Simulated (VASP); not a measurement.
Set up this calculation in VASP 6.6.1, as the native input.

- Task: single point
- Functional: LDA
- Potentials or basis: VASP PAW LDA potentials, release 64 (Na_pv)
- Cutoff: 500 eV
- k mesh: 5 × 5 × 5
- Occupations: methfessel-paxton, width 0.1 eV
- Spin: no spin polarisation
- Dipole correction: no
- Further INCAR settings: ALGO = Normal; EDIFF = 1e-06; NBANDS = 14

The structure of Na lies in POSCAR:

```
Na
1.0
    0.0000000000      3.6265475518      3.6265475518
    3.6265475518      0.0000000000      3.6265475518
    3.6265475518      3.6265475518      0.0000000000
Na
2
Direct
    0.0000000000      0.0000000000      0.0000000000
    0.2500000000      0.2500000000      0.2500000000
```

The input as run:

INCAR

```
PREC     = Accurate       # precision mode
ENCUT    = 500            # plane-wave cutoff, eV
EDIFF    = 1E-6           # SCF threshold, eV
ISMEAR   = 1              # smearing method
SIGMA    = 0.1            # smearing width, eV
LREAL    = False          # projectors in reciprocal space
LASPH    = True           # aspherical terms in the spheres
NELM     = 120            # most SCF steps
ALGO     = Normal         # electronic algorithm
ISIF     = 2              # what is computed and relaxed
LWAVE    = False          # write WAVECAR
LCHARG   = False          # write CHGCAR
NBANDS   = 14             # bands
GGA_COMPAT= False
```

KPOINTS

```
Automatic mesh
0
Gamma
  5 5 5
```

Potentials or basis: VASP PAW LDA potentials, release 64 (Na_pv).

Command:

```console
$ cat potpaw_LDA.64/Na_pv/POTCAR > POTCAR
$ mpirun -np 1 vasp_std > vasp.out
```

It gave:

* Pressure: 0.0 GPa
* Band gap on the k mesh: zero (band 7 reaches -0.31 eV, above the bottom of band 8 at -0.42 eV)

Run time: 9.5 s on 1 thread of Intel(R) Xeon(R) Platinum 8259CL CPU @ 2.50GHz (Skylake/Cascade Lake), with other jobs on the host, peak memory 0.17 GiB.
